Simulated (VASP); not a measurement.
# PtS2 (P-3m1) in VASP: a series of runs, part 2 of 2

VASP 6.6.1. Earlier steps stand in the parts before.

**4. Single point, LDA**

This run uses another cell than the first one, of 18.99 Å³/atom.

Contents of INCAR:

```
ALGO     = Normal         # electronic algorithm
EDIFF    = 1E-6           # SCF threshold, eV
ENCUT    = 520            # plane-wave cutoff, eV
ISIF     = 2              # what is computed and relaxed
ISMEAR   = -1             # smearing method
LASPH    = T              # aspherical terms in the spheres
LCHARG   = T              # write CHGCAR
LELF     = T              # ELF
LREAL    = F              # projectors in reciprocal space
LVHAR    = T            
LWAVE    = F              # write WAVECAR
NBANDS   = 18             # bands
NELM     = 80             # most SCF steps
PREC     = Accurate       # precision mode
SIGMA    = 0.05           # smearing width, eV
```

Contents of KPOINTS:

```
k-points
0
Gamma
  9 9 5
```

Contents of POSCAR:

```
PtS2
1.0
    3.5898263996      0.0000000000      0.0000000000
   -1.7949131998      3.1088808573      0.0000000000
    0.0000000000      0.0000000000      5.1051076040
Pt S
1 2
Direct
    0.0000000000      0.0000000000      0.0000000000
    0.6666666667      0.3333333333      0.7730000000
    0.3333333333      0.6666666667      0.2270000000
```

On the command line:

```
$ cat potpaw_LDA.64/Pt/POTCAR potpaw_LDA.64/S/POTCAR > POTCAR
$ mpirun -np 1 vasp_std > vasp.out
```

Run time: 49 s. Hardware: 1 thread of Intel Xeon 8259CL, shared host; peak memory 0.19 GiB.

It converged, with:

```
Free energy            : -18.1312 eV
Pressure               : -2.3 GPa
Largest force          : 0.243 eV/Å
Band gap on the k mesh : 0.87 eV (least direct gap 0.92 eV)
```

Forces on the atoms (eV/Å):
```
Pt   0.000  0.000  0.000
S    0.000  0.000 -0.243
S    0.000  0.000  0.243
```

Stress tensor (GPa, compression positive):
```
-3.13  0.00  0.00
 0.00 -3.13  0.00
 0.00  0.00 -0.75
```

Levels at points of the mesh, in eV from the valence-band top:
```tsv
k point	band 7	band 8	band 9	band 10	band 11	band 12	band 13	band 14	band 15	band 16
(0.00, 0.00, 0.00)	-3.79	-1.74	-1.10	-1.10	-0.10	2.31	2.31	4.68	5.21	7.84
```

Caveat: spin-orbit coupling is left out, which moves the levels of the heavy elements; an odd mesh through Γ misses points on the zone boundary, where band edges can lie.

**5. Single point, LDA**

This run uses another cell than the first one, of 19.36 Å³/atom.

Contents of INCAR:

```
PREC = Accurate ; ENCUT = 520
EDIFF = 1E-7 ; ISMEAR = -1
SIGMA = 0.05 ; LREAL = F
LASPH = T ; NELM = 80
ALGO = Normal ; ISIF = 2
LWAVE = F ; LCHARG = F
NBANDS = 18
```

Contents of KPOINTS:

```
Automatic mesh
0
Gamma
  9 9 5
```

Contents of POSCAR:

```
PtS2
1.0
    3.6126921524      0.0000000000      0.0000000000
   -1.8063460762      3.1286831800      0.0000000000
    0.0000000000      0.0000000000      5.1376250896
Pt S
1 2
Direct
    0.0000000000      0.0000000000      0.0000000000
    0.6666666667      0.3333333333      0.7730000000
    0.3333333333      0.6666666667      0.2270000000
```

On the command line:

```
$ cat potpaw_LDA.64/Pt/POTCAR potpaw_LDA.64/S/POTCAR > POTCAR
$ mpirun -np 1 vasp_std > vasp.out
```

Wall time 62 s (1 thread of Intel Xeon 8259CL, shared host); peak memory 0.19 GiB.

Results (log left out):

```yaml
Free_energy: -18.1071 eV
Pressure: -4.8 GPa
Largest_force: 0.005 eV/Å
Band_gap_on_the_k_mesh: 0.85 eV (least direct gap 0.90 eV)
```

Forces on the atoms (eV/Å):
```
Pt   0.000  0.000  0.000
S    0.000  0.000  0.005
S    0.000  0.000 -0.005
```

Stress tensor (GPa, compression positive):
```
-5.98  0.00  0.00
 0.00 -5.98  0.00
 0.00  0.00 -2.46
```

Levels at points of the mesh, in eV from the valence-band top:
```csv
k point,band 7,band 8,band 9,band 10,band 11,band 12,band 13,band 14,band 15,band 16
"(0.00, 0.00, 0.00)",-3.68,-1.69,-1.07,-1.07,-0.08,2.26,2.26,4.70,5.07,7.85
```

Caveat: the cell stands under tension; spin-orbit coupling is left out, which moves the levels of the heavy elements; an odd mesh through Γ misses points on the zone boundary, where band edges can lie.

**6. Single point, PBEsol, non-collinear spin, zero start, spin-orbit coupling**

This run uses another cell than the first one, of 18.26 Å³/atom.

Contents of INCAR:

```
SYSTEM = PtS2
  PREC = Accurate
  ENCUT = 520
  EDIFF = 1E-6
  ISMEAR = -1
  SIGMA = 0.05
  LREAL = .False.
  LASPH = .True.
  NELM = 150
  ALGO = Normal
  ISIF = 2
  LWAVE = .False.
  LCHARG = .False.
  MAGMOM = 0 0 0 0 0 0 0 0 0
  LORBIT = 11
  LSORBIT = .True.
  GGA_COMPAT = .False.
  LORBMOM = .True.
  LMAXMIX = 4
  GGA = PS
  NBANDS = 35
```

Contents of KPOINTS:

```
regular mesh
0
Gamma
  9 9 5
  0 0 0
```

Contents of POSCAR:

```
PtS2
1.0
    3.5432000000      0.0000000000      0.0000000000
   -1.7716000000      3.0685012107      0.0000000000
    0.0000000000      0.0000000000      5.0388000000
Pt S
1 2
Direct
    0.0000000000      0.0000000000      0.0000000000
    0.6666666667      0.3333333333      0.7730000000
    0.3333333333      0.6666666667      0.2270000000
```

Potentials or basis: VASP PAW PBE potentials, release 64 (Pt, S).

On the command line:

```
$ cat potpaw_PBE.64/Pt/POTCAR potpaw_PBE.64/S/POTCAR > POTCAR
$ mpirun -np 1 vasp_ncl > vasp.out
```

OUTCAR:

```text
SYSTEM = PtS2
   PREC = Accurate
   ENCUT = 520
   EDIFF = 1E-6
   ISMEAR = -1
   LREAL = .False.
   LASPH = .True.
   NELM = 150
   ISIF = 2
   LORBIT = 11
   LSORBIT = .True.
   GGA = PS

 ion  position               nearest neighbor table
   1  0.000  0.000  0.000-   2 2.34   3 2.34   2 2.34   3 2.34   2 2.34   3 2.34
   2  0.667  0.333  0.773-   1 2.34   1 2.34   1 2.34
   3  0.333  0.667  0.227-   1 2.34   1 2.34   1 2.34

  LATTYP: Found a hexagonal cell.
 ALAT       =     3.5432000000
 C/A-ratio  =     1.4221043125

  Lattice vectors:

 A1 = (   3.5432000000,   0.0000000000,   0.0000000000)
 A2 = (  -1.7716000000,   3.0685012107,   0.0000000000)
 A3 = (   0.0000000000,   0.0000000000,   5.0388000000)

Analysis of symmetry for initial positions (statically):
=====================================================================
[... 1213 lines left out ...]
     0.0000000     0.0000000     0.0000000     0.0000000     0.0000000     0.0000000     0.0000000
     0.0000000     0.0000000     0.0000000     0.0000000     0.0000000     0.0000000     0.0000000
     0.0000000     0.0000000     0.0000000     0.0000000     0.0000000     0.0000000     0.0000000

 total charge

# of ion       s       p       d       tot
------------------------------------------
    1        0.728   0.886   8.016   9.630
    2        1.353   2.285   0.000   3.639
    3        1.353   2.285   0.000   3.639
--------------------------------------------------
tot          3.435   5.457   8.016  16.907

 magnetization (x)

# of ion       s       p       d       tot
------------------------------------------
    1        0.000   0.000   0.000   0.000
    2        0.000   0.000   0.000   0.000
    3        0.000   0.000   0.000   0.000
--------------------------------------------------
tot          0.000   0.000   0.000   0.000

 magnetization (y)

# of ion       s       p       d       tot
------------------------------------------
    1        0.000   0.000   0.000   0.000
    2       -0.000   0.000   0.000  -0.000
    3        0.000   0.000   0.000   0.000
--------------------------------------------------
tot          0.000   0.000   0.000   0.000

 magnetization (z)

# of ion       s       p       d       tot
------------------------------------------
    1        0.000  -0.000   0.000   0.000
    2        0.000   0.000   0.000   0.000
    3        0.000   0.000   0.000   0.000
--------------------------------------------------
tot          0.000  -0.000   0.000   0.000
```

OSZICAR:

```text
N       E                     dE             d eps       ncg     rms          rms(c)
DAV:   1     0.121495358986E+03    0.12150E+03   -0.10191E+04  3516   0.114E+03
DAV:   2    -0.109788560905E+02   -0.13247E+03   -0.12495E+03  4156   0.238E+02
DAV:   3    -0.186293966532E+02   -0.76505E+01   -0.75340E+01  4391   0.558E+01
DAV:   4    -0.187492921054E+02   -0.11990E+00   -0.11971E+00  4287   0.779E+00
DAV:   5    -0.187517211124E+02   -0.24290E-02   -0.24283E-02  4331   0.110E+00    0.222E+01
DAV:   6    -0.175335050762E+02    0.12182E+01   -0.54417E+00  3685   0.255E+01    0.138E+01
DAV:   7    -0.173488397729E+02    0.18467E+00   -0.10499E+00  3723   0.110E+01    0.682E+00
DAV:   8    -0.173207416183E+02    0.28098E-01   -0.67382E-02  4203   0.161E+00    0.252E+00
DAV:   9    -0.173122041906E+02    0.85374E-02   -0.11133E-02  4035   0.120E+00    0.540E-01
DAV:  10    -0.173119358434E+02    0.26835E-03   -0.32262E-03  4269   0.434E-01    0.184E-01
DAV:  11    -0.173119789574E+02   -0.43114E-04   -0.27213E-04  4054   0.132E-01    0.960E-02
DAV:  12    -0.173119851297E+02   -0.61722E-05   -0.14142E-05  4323   0.387E-02    0.325E-02
DAV:  13    -0.173119855404E+02   -0.41076E-06   -0.20981E-06  3846   0.133E-02
   1 F= -.17311986E+02 E0= -.17311982E+02  d E =-.608122E-05  mag=    -0.0000    -0.0000    -0.0000
```

stdout:

```text
POSCAR found type information on POSCAR PtS
 POSCAR found :  2 types and       3 ions
 scaLAPACK will be used
 -----------------------------------------------------------------------------
|                                                                             |
|                                                                             |
|     You enforced a specific xc type in the INCAR file but a different       |
|     I HOPE YOU KNOW WHAT YOU ARE DOING!                                     |
|                                                                             |
 -----------------------------------------------------------------------------

 LDA part: xc-table for (Slater+PW92), standard interpolation
 POSCAR, INCAR and KPOINTS ok, starting setup
 FFT: planning ... GRIDC
 FFT: planning ... GRID_SOFT
 FFT: planning ... GRID
 WAVECAR not read
 entering main loop
```

Wall time 78 s (1 thread of Intel Xeon 6975P-C (Granite Rapids), shared host); peak memory 0.38 GiB.

Results:

- Free energy: -17.3120 eV
- Pressure: 6.2 GPa
- Largest force: 0.962 eV/Å
- Net moment: 0.00 μB per cell
- Valence electrons inside the program's atomic spheres: Pt 9.63; S 3.64

Forces on the atoms (eV/Å):
```
Pt   0.000  0.000  0.000
S    0.000  0.000 -0.962
S    0.000  0.000  0.962
```

Moments on the atoms (μB; x, y, z):
```
Pt  0.00 0.00 0.00
S   0.00 0.00 0.00
S   0.00 0.00 0.00
```

Caveat: the cell stands under pressure; the PAW data sets were made with another functional, which shifts forces and pressure a little.

**7. Overview**

| level | potentials or basis | spin | cell | gap on the mesh (eV) | pressure (GPa) | largest force (eV/Å) |
| --- | --- | --- | --- | --- | --- | --- |
| LDA | VASP PAW LDA potentials, release 64 (Pt, S) | off | a = 3.519, b = 3.519, c = 5.005 Å, angles 90.0, 90.0, 120.0°, 3 atoms | 0.93 | 7.0 | 1.12 |
| LDA | VASP PAW LDA potentials, release 64 (Pt, S) | off | a = 3.567, b = 3.567, c = 5.072 Å, angles 90.0, 90.0, 120.0°, 3 atoms | 0.89 | 0.4 | 0.51 |
| LDA | VASP PAW LDA potentials, release 64 (Pt, S) | off | a = 3.590, b = 3.590, c = 5.105 Å, angles 90.0, 90.0, 120.0°, 3 atoms | 0.87 | -2.3 | 0.24 |
| LDA | VASP PAW LDA potentials, release 64 (Pt, S) | off | a = 3.613, b = 3.613, c = 5.138 Å, angles 90.0, 90.0, 120.0°, 3 atoms | 0.85 | -4.8 | - |
| PBEsol | VASP PAW PBE potentials, release 64 (Pt, S) | non-collinear, zero start, SOC | a = 3.543, b = 3.543, c = 5.039 Å, angles 90.0, 90.0, 120.0°, 3 atoms | - | 6.2 | 0.96 |

Alike in all rows: task single point; k mesh 9 × 9 × 5; cutoff (eV) 520; smearing fermi-dirac 0.05 eV.

Caveats: spin-orbit coupling is left out, which moves the levels of the heavy elements (at least some runs); an odd mesh through Γ misses points on the zone boundary, where band edges can lie (at least some runs); the cell stands under pressure (at least some runs); forces of over 1 eV/Å act on the atoms, so gaps and moduli don't describe the material at rest (at least some runs); the cell stands under tension (at least some runs); the PAW data sets were made with another functional, which shifts forces and pressure a little (at least some runs).

Absolute energies hang on the potentials; compare differences alone.
